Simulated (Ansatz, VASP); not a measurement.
## La in VASP and in Ansatz

Contents of INCAR:

```
PREC     = Accurate       # precision mode
ENCUT    = 520            # plane-wave cutoff, eV
EDIFF    = 1E-6           # SCF threshold, eV
ISMEAR   = -1             # smearing method
SIGMA    = 0.1            # smearing width, eV
LREAL    = F              # projectors in reciprocal space
LASPH    = T              # aspherical terms in the spheres
NELM     = 80             # most SCF steps
ALGO     = Normal         # electronic algorithm
ISIF     = 2              # what is computed and relaxed
LWAVE    = F              # write WAVECAR
LCHARG   = F              # write CHGCAR
GGA      = B5             # functional
ALDAX    = 1.0          
AGGAX    = 1.0          
AGGAC    = 1.0          
ALDAC    = 0.0          
NBANDS   = 30             # bands
```

Contents of KPOINTS:

```
regular mesh
0
Gamma
  12 12 4
```

POSCAR

```
La
1.0
    3.7562362575      0.0000000000      0.0000000000
   -1.8781181287      3.2529960216      0.0000000000
    0.0000000000      0.0000000000     12.0756875068
La
4
Direct
    1.0000000000      1.0000000000      0.0000000000
    0.0000000000      1.0000000000      0.5000000000
    0.3333333333      0.6666666667      0.7500000000
    0.6666666667      0.3333333333      0.2500000000
```

Input for Ansatz:

```yaml
crystal:
  lattice:
    - [3.7562362574, 0.0, 0.0]
    - [-1.8781181287, 3.2529960216, 0.0]
    - [0.0, 0.0, 12.075687472]
  atoms:
    - { symbol: La, position: [1.0, 1.0, 1.0] }
    - { symbol: La, position: [1.0, 1.0, 0.5] }
    - { symbol: La, position: [0.3333333333, 0.6666666667, 0.75] }
    - { symbol: La, position: [0.6666666667, 0.3333333333, 0.25] }
hamiltonian:
  xc: blyp
  pseudopotentials:
    kind: paw
    azcp:
      La: "pseudopotentials/La.paw.azcp"
basis:
  ecutwfc: 420
  fft_grid_basis: typed
kpoints:
  mp_grid: { grid: [12, 12, 4], shift: [0, 0, 0] }
magnetization:
  spin_polarized: false
scf:
  occupations: { method: fermi_dirac, width: 0.1 }
output:
  stress: true
```

Alike in both runs: task single point; functional BLYP; k mesh 12 × 12 × 4; occupations fermi-dirac, width 0.1 eV; no spin polarisation.

```csv
,VASP,Ansatz
version,VASP 6.6.1,Ansatz 0.2.0
potentials or method,"VASP PAW PBE potentials, release 64 (La), cutoff 520 eV","plane waves (420 eV) with PAW, scalar-relativistic"
valence electrons in the cell,44,44
```

```tsv
	VASP	Ansatz	Ansatz less VASP
pressure (GPa)	2.3	2.3	+0.04
```

VASP's potentials were made for PBE, not for BLYP.

Neither program's run includes spin-orbit coupling.
